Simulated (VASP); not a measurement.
# ScAl3N4 (P1) in VASP: single point with LDA

Aim: the single point of ScAl3N4 with LDA.

All numbers are computed with VASP 6.6.1; they aren't measurements. Logs are shortened: lines on timing, memory, paths and dates and some standing lists are left out, and cuts for length are marked.

### Step 1. The cell of the first run

The typed cell holds 16 atoms: a = 5.548 Å, b = 5.822 Å, c = 6.473 Å, α = 106.12°, β = 89.98°, γ = 118.32°.

### Step 2. Single point, LDA (atoms moved along the polar distortion)

Input file INCAR:

```
SYSTEM = ScAl3N4
  ALGO = Normal
  EDIFF = 1E-7
  ENCUT = 520
  ISIF = 2
  ISMEAR = 0
  LASPH = .TRUE.
  LCHARG = .FALSE.
  LREAL = Auto
  LWAVE = .FALSE.
  NBANDS = 54
  NELM = 60
  PREC = Accurate
  SIGMA = 0.01
```

Input file KPOINTS:

```
k-points
0
G
  6 6 4
  0 0 0
```

Input file POSCAR:

```
ScAl3N4
1.0
    4.8052704893     -2.7733765745     -0.0071344788
   -3.2058220830     -0.0169330400     -4.8598131143
    3.2373037387      5.6052829177     -0.0013837804
Sc Al N
2 6 8
Direct
    0.3547512648      0.0453029155      0.0058817544
    0.9439593934      0.5380411863      0.1360321246
    0.8325939629      0.0104369292      0.2578575517
    0.3435871564      0.0184053669      0.5096169565
    0.8472377286      0.0211634322      0.7493346802
    0.4185169014      0.5105384255      0.3874418468
    0.9262412866      0.5173563863      0.6293038195
    0.4281192441      0.5287430130      0.8729452524
    0.6026626223      0.5800921168      0.1476524347
    0.1419563430      0.5989744080      0.4160638852
    0.6379105107      0.5977180454      0.6462350098
    0.1380206917      0.6014430819      0.8860611697
    0.7350296532      0.0904053333      0.0225716878
    0.1984174454      0.0813123369      0.2847867002
    0.7101112932      0.0948531338      0.5234762423
    0.2128845022      0.1092138889      0.7607388840
```

Potentials or basis: VASP PAW LDA potentials, release 64 (Sc_sv, Al, N).

Run with:

```bash
$ cat potpaw_LDA.64/Sc_sv/POTCAR potpaw_LDA.64/Al/POTCAR potpaw_LDA.64/N/POTCAR > POTCAR
$ mpirun -np 1 vasp_std > vasp.out
```

OUTCAR:

```text
SYSTEM = ScAl3N4
   EDIFF = 1E-7
   ENCUT = 520
   ISIF = 2
   ISMEAR = 0
   LASPH = .TRUE.
   LREAL = Auto
   NELM = 60
   PREC = Accurate

 ion  position               nearest neighbor table
   1  0.355  0.045  0.006-  16 1.97  13 2.00  14 2.00  12 2.16   9 2.60   6 2.99   8 3.01   2 3.06
                             2 3.10   8 3.11   7 3.15   4 3.17   5 3.19   3 3.23   5 3.24   3 3.27
   2  0.944  0.538  0.136-  12 1.97  10 1.97   9 2.02  13 2.18   4 2.99   3 3.00   1 3.06   1 3.10
                             5 3.15   3 3.16   6 3.19   8 3.19   7 3.23   7 3.25   6 3.30   8 3.30
   3  0.833  0.010  0.258-  13 1.86  14 1.87  15 1.87   9 2.09   2 3.00   8 3.04   7 3.06   6 3.07
                             6 3.08   2 3.16   5 3.16   4 3.18   1 3.23   4 3.25   1 3.27   5 3.31
   4  0.344  0.018  0.510-  16 1.83  15 1.86  14 1.86  10 2.04   2 2.99   6 3.02   7 3.05   7 3.05
                             8 3.06   6 3.07   5 3.16   1 3.17   3 3.18   5 3.19   3 3.25   1 3.31
   5  0.847  0.021  0.749-  16 1.84  13 1.88  15 1.89  11 2.06   7 3.03   8 3.04   7 3.06   6 3.07
                             8 3.07   2 3.15   3 3.16   4 3.16   4 3.19   1 3.19   1 3.24   3 3.31
   6  0.419  0.511  0.387-  10 1.83  11 1.87   9 1.89  14 2.09   1 2.99   4 3.02   4 3.07   5 3.07
                             3 3.07   3 3.08   8 3.11   7 3.16   2 3.19   7 3.20   2 3.30   8 3.36
   7  0.926  0.517  0.629-  12 1.84  10 1.84  11 1.86  15 2.06   5 3.03   4 3.05   4 3.05   5 3.06
                             3 3.06   1 3.15   6 3.16   8 3.16   8 3.20   6 3.20   2 3.23   2 3.25
   8  0.428  0.529  0.873-  12 1.84  11 1.88   9 1.90  16 2.04   1 3.01   5 3.04   3 3.04   4 3.06
                             5 3.07   1 3.11   6 3.11   7 3.16   2 3.19   7 3.20   2 3.30   6 3.36
   9  0.603  0.580  0.148-   6 1.89   8 1.90   2 2.02   3 2.09   1 2.60
  10  0.142  0.599  0.416-   6 1.83   7 1.84   2 1.97   4 2.04
  11  0.638  0.598  0.646-   7 1.86   6 1.87   8 1.88   5 2.06
  12  0.138  0.601  0.886-   7 1.84   8 1.84   2 1.97   1 2.16
  13  0.735  0.090  0.023-   3 1.86   5 1.88   1 2.00   2 2.18
  14  0.198  0.081  0.285-   4 1.86   3 1.87   1 2.00   6 2.09
  15  0.710  0.095  0.523-   4 1.86   3 1.87   5 1.89   7 2.06
  16  0.213  0.109  0.761-   4 1.83   5 1.84   1 1.97   8 2.04

  LATTYP: Found a triclinic cell.
 ALAT       =     5.8219726435
 B/A-ratio  =     0.9529724014
 C/A-ratio  =     1.1118172284
 COS(alpha) =     0.0002943112
 COS(beta)  =     0.2777307694
 COS(gamma) =     0.4743829392

  Lattice vectors:

 A1 = (   3.2058220830,   0.0169330400,   4.8598131143)
 A2 = (   4.8052704893,  -2.7733765745,  -0.0071344788)
 A3 = (   3.2373037387,   5.6052829177,  -0.0013837804)

Analysis of symmetry for initial positions (statically):
=====================================================================
 Subroutine PRICEL returns:
 Original cell was already a primitive cell.

 Routine SETGRP: Setting up the symmetry group for a
 triclinic supercell.

 Subroutine GETGRP returns: Found  1 space group operations
[... 160 lines left out ...]
   ISMEAR =     0;   SIGMA  =   0.01  broadening in eV -4-tet -1-fermi 0-gaus
   EFERMI_NEDOS =   21; number of points for ismear=-14 and -15
   IALGO  =     38    algorithm
   IMIX   =      4    mixing-type and parameters
     AMIX     =   0.40;   BMIX     =  1.00
     AMIX_MAG =   1.60;   BMIX_MAG =  1.00
  volume/ion in A,a.u.               =      10.92        73.67
  Fermi-wavevector in a.u.,A,eV,Ry     =   1.261917  2.384678 21.666390  1.592435
  Thomas-Fermi vector in A             =   2.395352
   LORBIT       =      0    0 simple, 1 ext, 2 COOP (PROOUT), +10 PAW based schemes
   GGA     = CA    functional components
   LHFCALC =     F    Hartree Fock is set to
   AEXX    =    0.0000 exact exchange contribution
   IVDW    =     0    specifies the selected vdW correction
   LEPSILON=     F    determine dielectric tensor
   LRPA    =     F    only Hartree local field effects (RPA)
 non-spin polarized calculation
 Gauss-broadening in eV      SIGMA  =   0.01
  energy-cutoff  :      520.00
  volume of cell :      174.67
 maximum number of plane-waves:      4722
 NGX is ok and might be reduce to    42
   NGX = 21   NGY = 21   NGZ = 25

 number of electron      79.9999996 magnetization

 Free energy of the ion-electron system (eV)
  ---------------------------------------------------
  ext. energy  EPLUGINS =         0.00000000
  ---------------------------------------------------
  free energy    TOTEN  =      -135.78798089 eV

  energy without entropy =     -135.78798089  energy(sigma->0) =     -135.78798089

 E-fermi :   5.9206     XC(G=0): -11.3609

 val. band max:        5.8555234380   @ k =   0.0000   0.0000   0.0000
 cond. band min:       8.6498755774   @ k =   0.0000  -0.3333   0.2500
 fundamental gap:      2.7943521394
 Fermi energy:         5.9205525190

 k-point     1 :       0.0000    0.0000    0.0000
  band No.  band energies     occupation
      1     -40.7333      2.00000
      2     -40.6732      2.00000
      3     -20.1192      2.00000
      4     -19.9659      2.00000
      5     -19.9406      2.00000
      6     -19.9233      2.00000
[... 1309 lines left out ...]
     51      12.2841      0.00000
     52      12.6310      0.00000

 [... further k-points ...]

 [bands above 52 left out]

------------------------ aborting loop because EDIFF is reached ----------------------------------------

  FORCE on cell =-STRESS in cart. coord.  units (eV):
  Direction    XX          YY          ZZ          XY          YZ          ZX
  --------------------------------------------------------------------------------------
  -------------------------------------------------------------------------------------
  Total        7.8836035      7.4045059    -10.2654392     -0.4572974      0.3841774     -0.0299391
  in kB       72.3124935     67.9179618    -94.1599234     -4.1945681      3.5238745     -0.2746169
  external PRESSURE =      15.3568440 kB  Pullay stress =       0.0000000 kB

 VOLUME and BASIS-vectors are now :
 -----------------------------------------------------------------------------
  energy-cutoff  :      520.00
  volume of cell :      174.67
      direct lattice vectors                 reciprocal lattice vectors
     4.805270489 -2.773376574 -0.007134479     0.155953620 -0.090095570 -0.102562373
    -3.205822083 -0.016933040 -4.859813114    -0.000250920  0.000094160 -0.205604036
     3.237303739  5.605282918 -0.001383780     0.077161826  0.133826011 -0.051366825

 POSITION                                       TOTAL-FORCE (eV/Angst)
 -----------------------------------------------------------------------------------
      1.57848     -0.95166     -0.22270        -0.029039      0.054474      0.609533
      3.25149     -1.86457     -2.62170        -0.019173      0.106955      0.542816
      4.80214     -0.86391     -0.05702         0.083113      0.056766      0.763307
      3.24181      1.90334     -0.09260        -0.107218     -0.076762      1.089324
      6.42918      1.85017     -0.10993        -0.116292     -0.021481      1.000534
      1.62866      1.00237     -2.48464         0.070210     -0.060522      0.795471
[... 8 lines left out ...]
      4.80285      0.96322     -0.46676         0.028896      0.027144     -1.063217
      3.13559      3.67190     -0.53333        -0.711273     -0.440794     -1.210863
 -----------------------------------------------------------------------------------
    total drift:                                0.003213     -0.003457      0.000195

  FREE ENERGIE OF THE ION-ELECTRON SYSTEM (eV)
  ---------------------------------------------------
  free  energy   TOTEN  =      -135.7879808915 eV

  energy  without entropy=     -135.7879808915  energy(sigma->0) =     -135.78798089
```

Run time: 48 min. Hardware: 1 thread of Intel Xeon 8259CL, shared host; peak memory 0.54 GiB.

What came out:

```yaml
Free_energy: -135.7880 eV
Pressure: 1.5 GPa
Largest_force: 1.472 eV/Å
Band_gap_on_the_k_mesh: 2.79 eV (least direct gap 3.18 eV)
```

Forces in eV/Å, atoms in the order of the input:
```
Sc  -0.029  0.054  0.610
Sc  -0.019  0.107  0.543
Al   0.083  0.057  0.763
Al  -0.107 -0.077  1.089
Al  -0.116 -0.021  1.001
Al   0.070 -0.061  0.795
Al   0.045 -0.044  1.107
Al   0.043 -0.057  0.984
N   -0.817  0.438 -0.604
N    0.708  0.534 -1.157
N    0.042  0.053 -1.045
N   -0.046 -0.942 -0.662
N    0.757 -0.498 -0.497
N    0.069  0.871 -0.653
N    0.029  0.027 -1.063
N   -0.711 -0.441 -1.211
```

Stress tensor (GPa, compression positive):
```
 7.23 -0.42 -0.03
-0.42  6.79  0.35
-0.03  0.35 -9.42
```

Caveat: the cell differs from its parent crystal (atoms moved along the polar distortion); the stress differs along the axes, from -9 to 7 GPa; forces of over 1 eV/Å act on the atoms, so gaps and moduli don't describe the material at rest. A k mesh can miss the band edges.
